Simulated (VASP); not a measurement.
HfO2: single point with PBE

Crystal: HfO2.

```
Hf O
1.0
     3.78452    0.00000    0.00000
     0.00000    3.78452    0.00000
     0.00000    0.00000    5.39557
Hf O
2 4
Cartesian
  1.8923 1.8923 2.6978
  0.0000 0.0000 0.0000
  0.0000 1.8923 3.7405
  1.8923 0.0000 4.3529
  1.8923 0.0000 1.6551
  0.0000 1.8923 1.0427
```

This cell differs from its parent crystal: strain +0.050 along x and y, +0.025 along z.

- Program: VASP 6.6.1
- Task: single point
- Functional: PBE
- Potentials or basis: VASP PAW PBE potentials, release 64 (Hf_pv, O)
- Cutoff: 520 eV
- k mesh: 6 × 6 × 4
- Occupations: gaussian, width 0.05 eV
- Spin: no spin polarisation
- Dipole correction: no
- Further INCAR settings: ALGO = Normal; EDIFF = 1e-06; NBANDS = 31

```json
{
  "Pressure": "-25.1 GPa",
  "Largest force": "0.525 eV/Å",
  "Band gap on the k mesh": "4.05 eV (least direct gap 4.12 eV)"
}
```

Forces on the atoms (eV/Å):
```
Hf   0.000  0.000  0.000
Hf   0.000  0.000  0.000
O    0.000  0.000 -0.525
O    0.000  0.000  0.525
O    0.000  0.000  0.525
O    0.000  0.000 -0.525
```

Stress tensor (GPa, compression positive):
```
-28.55   0.00   0.00
  0.00 -28.55   0.00
  0.00   0.00 -18.11
```

Levels at points of the mesh, in eV from the valence-band top:
| k point | band 18 | band 19 | band 20 | band 21 | band 22 | band 23 | band 24 | band 25 | band 26 | band 27 |
| --- | --- | --- | --- | --- | --- | --- | --- | --- | --- | --- |
| (0.00, 0.00, 0.00) | -1.36 | -0.55 | -0.15 | -0.15 | -0.06 | 4.05 | 4.08 | 4.75 | 5.19 | 5.64 |
| (0.50, 0.00, 0.00) | -1.91 | -1.32 | -1.32 | -0.09 | -0.09 | 4.34 | 4.34 | 5.22 | 5.22 | 6.17 |
| (0.50, 0.50, 0.00) | -1.02 | -0.72 | -0.72 | -0.51 | -0.51 | 4.90 | 4.90 | 5.29 | 5.29 | 5.74 |
| (0.00, 0.00, 0.50) | -2.35 | -0.88 | -0.88 | -0.08 | -0.08 | 4.58 | 4.58 | 4.81 | 4.81 | 7.38 |
| (0.50, 0.00, 0.50) | -1.72 | -1.34 | -1.34 | -0.88 | -0.88 | 4.49 | 4.49 | 4.88 | 4.88 | 6.00 |
| (0.50, 0.50, 0.50) | -1.66 | -1.45 | -1.45 | -0.22 | -0.22 | 4.95 | 4.95 | 5.53 | 5.53 | 5.93 |

It took 92 s on 1 thread of Intel Xeon 8259CL, on a shared host, peak memory 0.21 GiB.

Caveat: the cell differs from its parent crystal (strain +0.050 along x and y, +0.025 along z); the cell stands under tension; spin-orbit coupling is left out, which moves the levels of the heavy elements. A k mesh can miss the band edges.
